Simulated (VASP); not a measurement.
# MgO (Fm-3m) in VASP: G0W0 quasiparticle levels with PBE

Aim: the G0W0 quasiparticle levels of MgO with PBE.

Everything below comes from runs of VASP 6.6.1. Logs are shortened: lines on timing, memory, paths and dates and some standing lists are left out, and cuts for length are marked.

### 1 The cell of the first run

It takes space group Fm-3m (No. 225, cubic). The conventional cell has a = 4.204 Å, b = 4.204 Å, c = 4.204 Å, α = 90.00°, β = 90.00°, γ = 90.00°. Mg (site symmetry m-3m) has 6 O at 2.10 Å within 2.8 Å. O (site symmetry m-3m) has 6 Mg at 2.10 Å within 2.8 Å.

### 2 G0W0 quasiparticle levels, PBE

Contents of POSCAR:

```
MgO
1.0
    0.0000000000      2.1021674163      2.1021674163
    2.1021674163      0.0000000000      2.1021674163
    2.1021674163      2.1021674163      0.0000000000
Mg O
1 1
Direct
    0.0000000000      0.0000000000      0.0000000000
    0.5000000000      0.5000000000      0.5000000000
```

Contents of INCAR.step1:

```
SYSTEM = MgO
PREC = Accurate
ENCUT = 500
EDIFF = 1E-8
ISMEAR = 0
SIGMA = 0.01
LREAL = .FALSE.
LASPH = .TRUE.
NELM = 100
ALGO = Normal
LWAVE = .TRUE.
LCHARG = .FALSE.
GGA = PE
```

Contents of INCAR.step2:

```
SYSTEM = MgO
PREC = Accurate
ENCUT = 500
EDIFF = 1E-8
ISMEAR = 0
SIGMA = 0.01
LREAL = .FALSE.
LASPH = .TRUE.
NELM = 1
ALGO = Exact
LWAVE = .TRUE.
LCHARG = .FALSE.
GGA = PE
NBANDS = 73
LOPTICS = .TRUE.
ISTART = 1
```

Contents of INCAR.step3:

```
SYSTEM = MgO
PREC = Accurate
ENCUT = 500
EDIFF = 1E-8
ISMEAR = 0
SIGMA = 0.01
LREAL = .FALSE.
LASPH = .TRUE.
ALGO = EVGW0
LWAVE = .FALSE.
LCHARG = .FALSE.
GGA = PE
NELMGW = 1
NBANDS = 73
ENCUTGW = 140.0
NOMEGA = 96
PRECFOCK = Fast
ISTART = 1
NBANDSGW = 12
OMEGAMAX = 20
```

Contents of KPOINTS:

```
regular mesh
0
G
  6 6 6
  0 0 0
```

Potentials or basis: VASP PAW PBE potentials, release 64 (Mg_GW, O_GW).

Run with:

```sh
$ cat potpaw_PBE.64/Mg_GW/POTCAR potpaw_PBE.64/O_GW/POTCAR > POTCAR
$ cp INCAR.step1 INCAR
$ mpirun -np 1 vasp_std > vasp.out
$ cp INCAR.step2 INCAR
$ mpirun -np 1 vasp_std > vasp.out
$ cp INCAR.step3 INCAR
$ mpirun -np 1 vasp_std > vasp.out
```

OUTCAR:

```text
SYSTEM = MgO
   PREC = Accurate
   ENCUT = 500
   EDIFF = 1E-8
   ISMEAR = 0
   LREAL = .FALSE.
   LASPH = .TRUE.
   GGA = PE
   NELMGW = 1
   ENCUTGW = 140.0
   PRECFOCK = Fast
   ISTART = 1

 ion  position               nearest neighbor table
   1  0.000  0.000  0.000-   2 2.10   2 2.10   2 2.10   2 2.10   2 2.10   2 2.10
   2  0.500  0.500  0.500-   1 2.10   1 2.10   1 2.10   1 2.10   1 2.10   1 2.10

  LATTYP: Found a face centered cubic cell.
 ALAT       =     4.2043348326

  Lattice vectors:

 A1 = (   0.0000000000,   2.1021674163,   2.1021674163)
 A2 = (   2.1021674163,   0.0000000000,   2.1021674163)
 A3 = (   2.1021674163,   2.1021674163,   0.0000000000)

Analysis of symmetry for initial positions (statically):
=====================================================================
 Subroutine PRICEL returns:
 Original cell was already a primitive cell.

 Routine SETGRP: Setting up the symmetry group for a
 face centered cubic supercell.

 Subroutine GETGRP returns: Found 48 space group operations
 (whereof 48 operations were pure point group operations)
 out of a pool of 48 trial point group operations.

The static configuration has the point symmetry O_h .

Analysis of symmetry for dynamics (positions and initial velocities):
=====================================================================
 Subroutine PRICEL returns:
 Original cell was already a primitive cell.

 Routine SETGRP: Setting up the symmetry group for a
 face centered cubic supercell.

 Subroutine GETGRP returns: Found 48 space group operations
 (whereof 48 operations were pure point group operations)
 out of a pool of 48 trial point group operations.

The dynamic configuration has the point symmetry O_h .

 Subroutine INISYM returns: Found 48 space group operations
 (whereof 48 operations are pure point group operations),
 and found     1 'primitive' translations

----------------------------------------------------------------------------------------

[... 82 lines left out ...]
   NELM   =     60;   NELMIN=  2; NELMDL=  0     # of ELM steps
   EDIFF  = 0.1E-07   stopping-criterion for ELM
   LREAL  =      F    real-space projection
   EDIFFG = 0.1E-06   stopping-criterion for IOM
   NSW    =      0    number of steps for IOM
   IBRION =     -1    ionic relax: 0-MD 1-quasi-New 2-CG
   NFREE  =      0    steps in history (QN), initial steepest desc. (CG)
   ISIF   =      0    stress and relaxation
   ISYM   =      3    0-nonsym 1-usesym 2-fastsym
   POTIM  = 0.5000    time-step for ionic-motion
   TEBEG  =    0.0;   TEEND  =   0.0 temperature during run
   PSTRESS=    0.0 pullay stress
   NELECT =       8.0000    total number of electrons
   NUPDOWN=      -1.0000    fix difference up-down
   EMIN   =  10.00;   EMAX   =-10.00  energy-range for DOS
   EFERMI =   0.00;   METHOD = LEGACY
   ISMEAR =     0;   SIGMA  =   0.01  broadening in eV -4-tet -1-fermi 0-gaus
   EFERMI_NEDOS =   21; number of points for ismear=-14 and -15
   IALGO  =     38    algorithm
   IMIX   =      4    mixing-type and parameters
     AMIX     =   0.40;   BMIX     =  1.00
     AMIX_MAG =   1.60;   BMIX_MAG =  1.00
  volume/ion in A,a.u.               =       9.29        62.69
  Fermi-wavevector in a.u.,A,eV,Ry     =   1.236216  2.336109 20.792816  1.528229
  Thomas-Fermi vector in A             =   2.370833
   LORBIT       =      0    0 simple, 1 ext, 2 COOP (PROOUT), +10 PAW based schemes
   GGA     = PE    functional components
   LHFCALC =     T    Hartree Fock is set to
   PRECFOCK=fast      Normal, Fast or Accurate (Low or Medium for compatibility)
   ENCUT4O =  -1.0   cutoff for four orbital integrals eV
   NKREDX  =     1    reduce k-point grid by
   NKREDY  =     1    reduce k-point grid by
   NKREDZ  =     1    reduce k-point grid by
   AEXX    =    1.0000 exact exchange contribution
   HFSCREEN=    0.0000 screening length (either q_TF or 0.3 A-1)
   HFSCREENC=   0.0000 screening length for correlation (either q_TF or 0.3 A-1)
   ENCUTFOCK=  -1.0 apply spherical cutoff to Coloumb kernel
   IVDW    =     0    specifies the selected vdW correction
   LEPSILON=     F    determine dielectric tensor
   LRPA    =     F    only Hartree local field effects (RPA)
   LRPAFORCE           =     F    calculate RPA forces
   ENCUTGW             = 140.0    cutoff for response function in eV
   ENCUTGWSOFT         = 112.0    soft cutoff for Coulomb kernel in GW response function in eV
   ENCUTLF             =  -1.0    cutoff for local field effects
   NELMGW              =     1    number of iterations in solving QP/BSE equation
   NELMHF              =     1    number of iterations in the inner HF iteration
   NKREDLFX            =     1    NKREDLFY  =   1   NKREDLFZ  =   1
 non-spin polarized calculation
 Gauss-broadening in eV      SIGMA  =   0.01
  energy-cutoff  :      500.00
  volume of cell :       18.58
 maximum number of plane-waves:       489
 NGX is ok and might be reduce to    24
  NGX = 14; NGY = 14; NGZ = 14
   NGX = 11   NGY = 11   NGZ = 11
 maximum number of plane-waves:        76
 NGX is ok and might be reduce to    14

 QP shifts <psi_nk| G(iteration)W_0 |psi_nk>: iteration 1
 for sc-GW calculations column KS-energies equals QP-energies in previous step
 and V_xc(KS)=  KS-energies - (<T + V_ion + V_H > + <T+V_H+V_ion>^1  + <V_x>^1)

 k-point   1 :       0.0000    0.0000    0.0000
  band No.  KS-energies  QP-energies   sigma(KS)   V_xc(KS)     V^pw_x(r,r')   Z            occupation Imag(sigma)

      1     -14.0730     -16.0967     -21.1362     -18.1204     -29.9079       0.6711       2.0000       1.0217
      2       3.2240       1.9536     -21.3535     -19.7386     -25.2493       0.7866       2.0000       0.0445
      3       3.2240       1.9536     -21.3535     -19.7386     -25.2493       0.7866       2.0000       0.0445
      4       3.2240       1.9536     -21.3535     -19.7386     -25.2493       0.7866       2.0000       0.0445
      5       8.0036       9.2497     -10.7328     -12.2124      -7.4508       0.8422       0.0000      -0.0399
      6      19.0622      20.3177      -7.5544      -9.0657      -3.0930       0.8308       0.0000      -0.0728
      7      19.0622      20.3177      -7.5544      -9.0657      -3.0930       0.8308       0.0000      -0.0728
      8      19.0622      20.3177      -7.5544      -9.0657      -3.0930       0.8308       0.0000      -0.0728
      9      22.9940      23.4054      -7.3962      -7.9368      -1.6841       0.7610       0.0000      -0.3832
     10      24.7750      26.3266      -7.9938      -9.8787      -3.2625       0.8232       0.0000      -0.1374
     11      24.7750      26.3266      -7.9938      -9.8787      -3.2625       0.8232       0.0000      -0.1374
     12      27.3734      28.8512      -7.6212      -9.4962      -1.8749       0.7882       0.0000      -0.4257
[... 228 lines left out ...]
      1     -12.4746     -14.5944     -22.7818     -19.8516     -31.3827       0.7234       2.0000       0.9569
      2      -0.3553      -2.1677     -17.9965     -15.6376     -22.1191       0.7683       2.0000       0.0659
      3       0.9695      -0.6848     -19.0469     -16.9199     -23.0483       0.7778       2.0000       0.0554
      4       1.5457      -0.0030     -19.6744     -17.6869     -23.6734       0.7792       2.0000       0.0519
      5      13.8030      15.1167      -9.3955     -10.9763      -5.3931       0.8311       0.0000      -0.0520
      6      14.6957      16.2990      -8.8156     -10.7349      -4.7697       0.8354       0.0000      -0.0508
      7      15.7512      17.5227     -11.9864     -14.2124      -7.5621       0.7958       0.0000      -0.0725
      8      19.7551      21.3183      -9.1417     -11.0966      -4.1669       0.7996       0.0000      -0.1361
      9      23.4294      24.9458      -9.3919     -11.3410      -3.8255       0.7780       0.0000      -0.2767
     10      27.9146      29.1341      -7.9729      -9.4888      -2.3591       0.8045       0.0000      -0.5376
     11      29.4855      31.4130      -8.8620     -11.1275      -3.5729       0.8508       0.0000      -0.6028
     12      31.6609      33.6367      -9.5277     -11.8380      -3.7437       0.8552       0.0000      -0.8185
```

OUTCAR.step1:

```text
SYSTEM = MgO
   PREC = Accurate
   ENCUT = 500
   EDIFF = 1E-8
   ISMEAR = 0
   LREAL = .FALSE.
   LASPH = .TRUE.
[... 386 lines left out ...]
      0.00000      0.00000      0.00000         0.000000      0.000000     -0.000000
      2.10217      2.10217      2.10217        -0.000000     -0.000000      0.000000
 -----------------------------------------------------------------------------------
    total drift:                               -0.000000     -0.000000      0.000000

  FREE ENERGIE OF THE ION-ELECTRON SYSTEM (eV)
  ---------------------------------------------------
  free  energy   TOTEN  =       -11.9271257121 eV

  energy  without entropy=      -11.9271257121  energy(sigma->0) =      -11.92712571
```

OUTCAR.step2:

```text
SYSTEM = MgO
   PREC = Accurate
   ENCUT = 500
   EDIFF = 1E-8
[... 850 lines left out ...]
  --------------------------------------------------------------------------------------------------------------
     0.00000     3.21868     3.21868     3.21868    -0.00000     0.00000     0.00000
     1.85534     3.29881     3.29881     3.29881    -0.00000     0.00000     0.00000
     3.71068     3.64277     3.64277     3.64277    -0.00000     0.00000     0.00000
     5.56602     4.20733     4.20733     4.20733    -0.00000    -0.00000     0.00000
     7.42136     4.10328     4.10328     4.10328    -0.00000    -0.00000     0.00000
     9.27670     3.06878     3.06878     3.06878     0.00000     0.00000    -0.00000
[... 92 lines left out ...]
   181.82322     0.98234     0.98234     0.98234     0.00000     0.00000    -0.00000
   183.67856     0.98273     0.98273     0.98273     0.00000     0.00000    -0.00000
```

Run time: 3.6 min. Hardware: 1 thread of Intel Xeon Platinum 8259CL at 2.50GHz (Skylake/Cascade Lake), shared host; peak memory 0.32 GiB.

Results:

* Quasiparticle gap: 7.30 eV
* Least direct quasiparticle gap: 7.30 eV
* Band gap of the starting levels on the mesh: 4.78 eV
* Least direct gap of the starting levels on the mesh: 4.78 eV

Caveat: the k points lie up to 0.43 Å⁻¹ apart; bands, screening cutoff and mesh are small and nothing is extrapolated, so the quasiparticle values aren't converged.
